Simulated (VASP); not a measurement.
# CdTe (Fm-3m) in VASP: a series of runs, part 2 of 3

VASP 6.6.1. Earlier steps stand in the parts before.

**4. Electric field gradients, r2SCAN**

This run uses another cell than the first one, of 28.84 Å³/atom.

POSCAR reads:

```
CdTe
1.0
    0.0000000000      3.0665640000      3.0665640000
    3.0665640000      0.0000000000      3.0665640000
    3.0665640000      3.0665640000      0.0000000000
Cd Te
1 1
Direct
    0.0000000000      0.0000000000      0.0000000000
    0.5000000000      0.5000000000      0.5000000000
```

INCAR.step1 reads:

```
SYSTEM = CdTe
PREC = Accurate
ENCUT = 520
ISMEAR = -1
SIGMA = 0.03
LREAL = .False.
LASPH = .True.
NELM = 100
NBANDS = 16
GGA = PE
ALGO = Normal
EDIFF = 1E-4
LWAVE = .True.
LCHARG = .False.
```

INCAR.step2 reads:

```
SYSTEM = CdTe
PREC = Accurate
ENCUT = 520
EDIFF = 1E-8
ISMEAR = -1
SIGMA = 0.03
LREAL = .False.
LASPH = .True.
NELM = 100
ALGO = Normal
ISIF = 2
LWAVE = .False.
LCHARG = .False.
METAGGA = R2SCAN
LMIXTAU = .True.
LEFG = .True.
NBANDS = 16
ISTART = 1
```

KPOINTS reads:

```
regular mesh
0
Gamma
  10 10 10
  0 0 0
```

Potentials or basis: VASP PAW PBE potentials, release 64 (Cd, Te).

Run with:

```bash
$ cat potpaw_PBE.64/Cd/POTCAR potpaw_PBE.64/Te/POTCAR > POTCAR
$ cp INCAR.step1 INCAR
$ mpirun -np 1 vasp_std > vasp.out
$ cp INCAR.step2 INCAR
$ mpirun -np 1 vasp_std > vasp.out
```

OUTCAR:

```text
SYSTEM = CdTe
   PREC = Accurate
   ENCUT = 520
   EDIFF = 1E-8
   ISMEAR = -1
   LREAL = .False.
   LASPH = .True.
   NELM = 100
   ISIF = 2
   METAGGA = R2SCAN
   ISTART = 1

 ion  position               nearest neighbor table
   1  0.000  0.000  0.000-   2 3.07   2 3.07   2 3.07   2 3.07   2 3.07   2 3.07
   2  0.500  0.500  0.500-   1 3.07   1 3.07   1 3.07   1 3.07   1 3.07   1 3.07

  LATTYP: Found a face centered cubic cell.
 ALAT       =     6.1331280000

  Lattice vectors:

 A1 = (   0.0000000000,   3.0665640000,   3.0665640000)
 A2 = (   3.0665640000,   0.0000000000,   3.0665640000)
 A3 = (   3.0665640000,   3.0665640000,   0.0000000000)
[... 667 lines left out ...]
  free  energy   TOTEN  =       -46.3036737916 eV

  energy  without entropy=      -46.3010153316  energy(sigma->0) =      -46.30234456

 Electric field gradients (V/A^2)
---------------------------------------------------------------------
 ion       V_xx      V_yy      V_zz      V_xy      V_xz      V_yz
---------------------------------------------------------------------
   1       0.000     0.000    -0.000    -0.002    -0.002    -0.002
   2      -0.000     0.000    -0.000     0.000     0.000     0.000
---------------------------------------------------------------------

 Electric field gradients after diagonalization (V/A^2)
 (convention: |V_zz| > |V_xx| > |V_yy|)
----------------------------------------------------------------------
 ion       V_xx      V_yy      V_zz     asymmetry (V_yy - V_xx)/ V_zz
----------------------------------------------------------------------
   1       0.002     0.002    -0.004       0.000
   2      -0.000    -0.000     0.000       0.000
----------------------------------------------------------------------

           NMR quadrupolar parameters

 Cq : quadrupolar parameter    Cq=e*Q*V_zz/h
 eta: asymmetry parameters     (V_yy - V_xx)/ V_zz
 Q  : nuclear electric quadrupole moment in mb (millibarn)
----------------------------------------------------------------------
 ion       Cq(MHz)       eta       Q (mb)
----------------------------------------------------------------------
   1      -0.000       0.000       1.000
   2       0.000       0.000       1.000
----------------------------------------------------------------------
```

OSZICAR.step1:

```text
N       E                     dE             d eps       ncg     rms          rms(c)
DAV:   1     0.995778244349E+02    0.99578E+02   -0.84591E+03  1520   0.994E+02
DAV:   2    -0.124443937076E+01   -0.10082E+03   -0.95080E+02  1792   0.238E+02
DAV:   3    -0.468826718460E+01   -0.34438E+01   -0.34360E+01  1784   0.450E+01
DAV:   4    -0.471288926141E+01   -0.24622E-01   -0.24621E-01  2120   0.352E+00
DAV:   5    -0.471312214034E+01   -0.23288E-03   -0.23288E-03  1816   0.261E-01    0.532E+00
DAV:   6    -0.447186848499E+01    0.24125E+00   -0.39821E-01  1768   0.714E+00    0.443E+00
DAV:   7    -0.445436831442E+01    0.17500E-01   -0.87988E-02  1768   0.203E+00    0.172E+00
DAV:   8    -0.445436904850E+01   -0.73407E-06   -0.90180E-03  1680   0.107E+00    0.386E-01
DAV:   9    -0.445440695460E+01   -0.37906E-04   -0.91509E-04  1904   0.302E-01
   1 F= -.44544070E+01 E0= -.44527687E+01  d E =-.327656E-02
```

Run time: 94 s. Hardware: 1 thread of Intel Xeon Platinum 8488C (Sapphire Rapids), shared host; peak memory 0.22 GiB.

Results:

| Quantity | Value |
| --- | --- |
| Free energy | -46.3037 eV |
| Pressure | -1.1 GPa |
| Band gap on the k mesh | zero (bands 9 and 10 overlap by 1.00 eV) |
| Largest electric field gradient by atom | under 0.05 V/Å² on every atom |

Levels at points of the mesh, in eV from the Fermi level:
```tsv
k point	band 5	band 6	band 7	band 8	band 9	band 10	band 11	band 12	band 13	band 14
(0.00, 0.00, 0.00)	-8.58	-8.58	-0.47	-0.47	-0.47	0.84	7.54	7.54	7.54	8.32
(0.50, 0.00, 0.00)	-8.50	-8.50	-5.15	-0.06	-0.06	3.24	4.41	4.41	5.16	10.83
(0.50, 0.50, 0.00)	-8.46	-7.75	-4.09	-2.07	-2.07	-0.96	4.64	9.84	9.84	10.53
```

Caveat: the PAW data sets were made with another functional, which shifts forces and pressure a little; spin-orbit coupling is left out, which moves the levels of the heavy elements.

**5. Electric field gradients, r2SCAN (29.70 Å³/atom)**

This run uses another cell than the first one, of 29.70 Å³/atom.

POSCAR reads:

```
CdTe
1.0
    0.0000000000      3.0969279945      3.0969279945
    3.0969279945      0.0000000000      3.0969279945
    3.0969279945      3.0969279945      0.0000000000
Cd Te
1 1
Direct
    0.0000000000      0.0000000000      0.0000000000
    0.5000000000      0.5000000000      0.5000000000
```

INCAR.step1 reads:

```
SYSTEM = CdTe
ALGO = Normal
EDIFF = 1E-4
ENCUT = 520
GGA = PE
ISMEAR = -1
LASPH = .TRUE.
LCHARG = .FALSE.
LREAL = .FALSE.
LWAVE = .TRUE.
NBANDS = 16
NELM = 80
PREC = Accurate
SIGMA = 0.03
```

INCAR.step2 reads:

```
SYSTEM = CdTe
ALGO = Normal
EDIFF = 1E-8
ENCUT = 520
ISIF = 2
ISMEAR = -1
ISTART = 1
LASPH = .TRUE.
LCHARG = .FALSE.
LEFG = .TRUE.
LMIXTAU = .TRUE.
LREAL = .FALSE.
LWAVE = .FALSE.
METAGGA = R2SCAN
NBANDS = 16
NELM = 80
PREC = Accurate
SIGMA = 0.03
```

KPOINTS reads:

```
k-points
0
G
  10 10 10
  0 0 0
```

Potentials or basis: VASP PAW PBE potentials, release 64 (Cd, Te).

Run with:

```bash
$ cat potpaw_PBE.64/Cd/POTCAR potpaw_PBE.64/Te/POTCAR > POTCAR
$ cp INCAR.step1 INCAR
$ mpirun -np 1 vasp_std > vasp.out
$ cp INCAR.step2 INCAR
$ mpirun -np 1 vasp_std > vasp.out
```

OUTCAR:

```text
SYSTEM = CdTe
   EDIFF = 1E-8
   ENCUT = 520
   ISIF = 2
   ISMEAR = -1
   ISTART = 1
   LASPH = .TRUE.
   LREAL = .FALSE.
   METAGGA = R2SCAN
   NELM = 80
   PREC = Accurate

 ion  position               nearest neighbor table
   1  0.000  0.000  0.000-   2 3.10   2 3.10   2 3.10   2 3.10   2 3.10   2 3.10
   2  0.500  0.500  0.500-   1 3.10   1 3.10   1 3.10   1 3.10   1 3.10   1 3.10

  LATTYP: Found a face centered cubic cell.
 ALAT       =     6.1938559890

  Lattice vectors:

 A1 = (   0.0000000000,   3.0969279945,   3.0969279945)
 A2 = (   3.0969279945,   0.0000000000,   3.0969279945)
 A3 = (   3.0969279945,   3.0969279945,   0.0000000000)

Analysis of symmetry for initial positions (statically):
=====================================================================
 Subroutine PRICEL returns:
 Original cell was already a primitive cell.

 Routine SETGRP: Setting up the symmetry group for a
 face centered cubic supercell.

 Subroutine GETGRP returns: Found 48 space group operations
 (whereof 48 operations were pure point group operations)
 out of a pool of 48 trial point group operations.

The static configuration has the point symmetry O_h .

Analysis of symmetry for dynamics (positions and initial velocities):
=====================================================================
 Subroutine PRICEL returns:
 Original cell was already a primitive cell.

 Routine SETGRP: Setting up the symmetry group for a
 face centered cubic supercell.

 Subroutine GETGRP returns: Found 48 space group operations
 (whereof 48 operations were pure point group operations)
 out of a pool of 48 trial point group operations.

The dynamic configuration has the point symmetry O_h .

 Subroutine INISYM returns: Found 48 space group operations
 (whereof 48 operations are pure point group operations),
 and found     1 'primitive' translations

----------------------------------------------------------------------------------------

                                     Primitive cell

  volume of cell :      59.4050

  direct lattice vectors                    reciprocal lattice vectors
     0.000000000  3.096927995  3.096927995    -0.161450315  0.161450315  0.161450315
     3.096927995  0.000000000  3.096927995     0.161450315 -0.161450315  0.161450315
     3.096927995  3.096927995  0.000000000     0.161450315  0.161450315 -0.161450315

  length of vectors
     4.379717572  4.379717572  4.379717572     0.279640148  0.279640148  0.279640148

  position of ions in fractional coordinates (direct lattice)
     0.000000000  0.000000000  0.000000000
     0.500000000  0.500000000  0.500000000

  ion indices of the primitive-cell ions
   primitive index   ion index
                 1           1
                 2           2

----------------------------------------------------------------------------------------

 KPOINTS: k-points

Automatic generation of k-mesh.
 Grid dimensions read from file:
[... 67 lines left out ...]
   EDIFFG = 0.1E-06   stopping-criterion for IOM
   NSW    =      0    number of steps for IOM
   IBRION =     -1    ionic relax: 0-MD 1-quasi-New 2-CG
   NFREE  =      0    steps in history (QN), initial steepest desc. (CG)
   ISIF   =      2    stress and relaxation
   ISYM   =      2    0-nonsym 1-usesym 2-fastsym
   POTIM  = 0.5000    time-step for ionic-motion
   TEBEG  =    0.0;   TEEND  =   0.0 temperature during run
   PSTRESS=    0.0 pullay stress
   NELECT =      18.0000    total number of electrons
   NUPDOWN=      -1.0000    fix difference up-down
   EMIN   =  10.00;   EMAX   =-10.00  energy-range for DOS
   EFERMI =   0.00;   METHOD = LEGACY
   ISMEAR =    -1;   SIGMA  =   0.03  broadening in eV -4-tet -1-fermi 0-gaus
   EFERMI_NEDOS =   21; number of points for ismear=-14 and -15
   IALGO  =     38    algorithm
   IMIX   =      4    mixing-type and parameters
     AMIX     =   0.40;   BMIX     =  1.00
     AMIX_MAG =   1.60;   BMIX_MAG =  1.00
  volume/ion in A,a.u.               =      29.70       200.44
  Fermi-wavevector in a.u.,A,eV,Ry     =   1.099574  2.077894 16.450308  1.209064
  Thomas-Fermi vector in A             =   2.235971
   LORBIT       =      0    0 simple, 1 ext, 2 COOP (PROOUT), +10 PAW based schemes
   METAGGA = R2SCAN    functional components
   LHFCALC =     F    Hartree Fock is set to
   AEXX    =    0.0000 exact exchange contribution
   IVDW    =     0    specifies the selected vdW correction
   LEPSILON=     F    determine dielectric tensor
   LRPA    =     F    only Hartree local field effects (RPA)
 non-spin polarized calculation
  energy-cutoff  :      520.00
  volume of cell :       59.41
 maximum number of plane-waves:      1639
 NGX is ok and might be reduce to    36
   NGX = 17   NGY = 17   NGZ = 17

 number of electron      17.9999999 magnetization

 Free energy of the ion-electron system (eV)
  ---------------------------------------------------
  ext. energy  EPLUGINS =         0.00000000
  ---------------------------------------------------
  free energy    TOTEN  =       -46.28466993 eV

  energy without entropy =      -46.28192079  energy(sigma->0) =      -46.28329536

 E-fermi :   3.3110     XC(G=0):  -9.9919

 val. band max:        3.2871043590   @ k =  -0.2000   0.1000   0.0000
 cond. band min:       3.3219025316   @ k =  -0.3000   0.1000   0.0000
 fundamental gap:      0.0347981726
 Fermi energy:         3.3109550964

 k-point     1 :       0.0000    0.0000    0.0000
  band No.  band energies     occupation
      1      -8.3663      2.00000
      2      -5.2470      2.00000
      3      -5.2470      2.00000
      4      -5.2085      2.00000
      5      -5.2085      2.00000
      6      -5.2085      2.00000
[... 433 lines left out ...]
      3      -5.2304      2.00000
      4      -5.1423      2.00000
      5      -5.1299      2.00000
      6      -4.9465      2.00000
[... 8 lines left out ...]
     15      15.3513      0.00000
     16      15.9331      0.00000

 [... further k-points ...]
[... 5 lines left out ...]
  --------------------------------------------------------------------------------------
  -------------------------------------------------------------------------------------
  Total       -0.8926031     -0.8926031     -0.8926031      0.0000000      0.0000000     -0.0000000
  in kB      -24.0738546    -24.0738546    -24.0738546      0.0000000      0.0000000     -0.0000000
  external PRESSURE =     -24.0738546 kB  Pullay stress =       0.0000000 kB

 VOLUME and BASIS-vectors are now :
 -----------------------------------------------------------------------------
  energy-cutoff  :      520.00
  volume of cell :       59.41
      direct lattice vectors                 reciprocal lattice vectors
     0.000000000  3.096927995  3.096927995    -0.161450315  0.161450315  0.161450315
     3.096927995  0.000000000  3.096927995     0.161450315 -0.161450315  0.161450315
     3.096927995  3.096927995  0.000000000     0.161450315  0.161450315 -0.161450315

 POSITION                                       TOTAL-FORCE (eV/Angst)
 -----------------------------------------------------------------------------------
      0.00000      0.00000      0.00000         0.000000      0.000000      0.000000
      3.09693      3.09693      3.09693        -0.000000     -0.000000     -0.000000
 -----------------------------------------------------------------------------------
    total drift:                               -0.000000      0.000000      0.000000

  FREE ENERGIE OF THE ION-ELECTRON SYSTEM (eV)
  ---------------------------------------------------
  free  energy   TOTEN  =       -46.2846699309 eV

  energy  without entropy=      -46.2819207941  energy(sigma->0) =      -46.28329536

 Electric field gradients (V/A^2)
---------------------------------------------------------------------
 ion       V_xx      V_yy      V_zz      V_xy      V_xz      V_yz
---------------------------------------------------------------------
   1       0.000     0.000    -0.000    -0.002    -0.002    -0.002
   2      -0.000    -0.000     0.000     0.000     0.000     0.000
---------------------------------------------------------------------

 Electric field gradients after diagonalization (V/A^2)
 (convention: |V_zz| > |V_xx| > |V_yy|)
----------------------------------------------------------------------
 ion       V_xx      V_yy      V_zz     asymmetry (V_yy - V_xx)/ V_zz
----------------------------------------------------------------------
   1       0.002     0.002    -0.003       0.000
   2      -0.000    -0.000     0.000       0.000
----------------------------------------------------------------------

           NMR quadrupolar parameters

 Cq : quadrupolar parameter    Cq=e*Q*V_zz/h
 eta: asymmetry parameters     (V_yy - V_xx)/ V_zz
 Q  : nuclear electric quadrupole moment in mb (millibarn)
----------------------------------------------------------------------
 ion       Cq(MHz)       eta       Q (mb)
----------------------------------------------------------------------
   1      -0.000       0.000       1.000
   2       0.000       0.000       1.000
----------------------------------------------------------------------
```

It took 2.4 min on 1 thread of Intel Xeon Platinum 8488C (Sapphire Rapids), shared host; peak memory 0.24 GiB.

Results:

```
Free energy                             : -46.2847 eV
Pressure                                : -2.4 GPa
Band gap on the k mesh                  : zero (bands 9 and 10 overlap by 0.97 eV)
Largest electric field gradient by atom : under 0.05 V/Å² on every atom
```

Caveat: the PAW data sets were made with another functional, which shifts forces and pressure a little; spin-orbit coupling is left out, which moves the levels of the heavy elements.

(Part 2 of 3 ends here.)

The gap in the log of VASP goes by the Fermi energy; the results here count the filled bands.